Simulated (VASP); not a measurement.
Wanted: the native input for a VASP 6.6.1 run.

| Quantity | Value |
| --- | --- |
| Task | relaxation of cell and atoms |
| Functional | PBE |
| Potentials or basis | VASP PAW PBE potentials, release 64 (Zr_sv, N) |
| Cutoff | 600 eV |
| k mesh | 20 × 20 × 20 |
| Occupations | gaussian, width 0.1 eV |
| Spin | no spin polarisation |
| Dipole correction | no |
| Further INCAR settings | ALGO = Normal; EDIFF = 1e-07; IBRION = 2; EDIFFG = -0.01; NSW = 100; ISIF = 3 |

The structure of ZrN lies in POSCAR:

```
ZrN
1.0
    0.0000000000      2.2967498141      2.2967498141
    2.2967498141      0.0000000000      2.2967498141
    2.2967498141      2.2967498141      0.0000000000
Zr N
1 1
Direct
    0.0000000000      0.0000000000      0.0000000000
    0.5000000000      0.5000000000      0.5000000000
```

One way to write it, as run:

INCAR

```
  ALGO = Normal
  EDIFF = 1E-7
  EDIFFG = -0.01
  ENCUT = 600
  GGA = PE
  GGA_COMPAT = False
  IBRION = 2
  ISIF = 3
  ISMEAR = 0
  LASPH = True
  LCHARG = False
  LREAL = False
  LWAVE = False
  NELM = 120
  NELMIN = 4
  NSW = 100
  PREC = Accurate
  SIGMA = 0.1
```

KPOINTS

```
k-points
0
Gamma
  20 20 20
```

Potentials or basis: VASP PAW PBE potentials, release 64 (Zr_sv, N).

The run is started by

```console
$ cat potpaw_PBE.64/Zr_sv/POTCAR potpaw_PBE.64/N/POTCAR > POTCAR
$ mpirun -np 1 vasp_std > vasp.out
```

Results of the run:

| Quantity | Value |
| --- | --- |
| Relaxed volume | 12.13 Å³/atom |
| Relaxed cell | a = 3.250 Å, b = 3.250 Å, c = 3.250 Å, α = 60.00°, β = 60.00°, γ = 60.00° |
| Space group after relaxing (to 0.1 Å) | Fm-3m (No. 225) |
| Energy gained by relaxing | 0.0 meV/atom |
| Ionic steps | 3 |
| Pressure after relaxing | 0.0 GPa |
| Band gap on the k mesh | zero (an odd number of electrons rules out a gap without spin polarisation) |

It took 92 s on 1 thread of Intel(R) Xeon(R) 6975P-C (Granite Rapids), with other jobs on the host, peak memory 0.25 GiB.
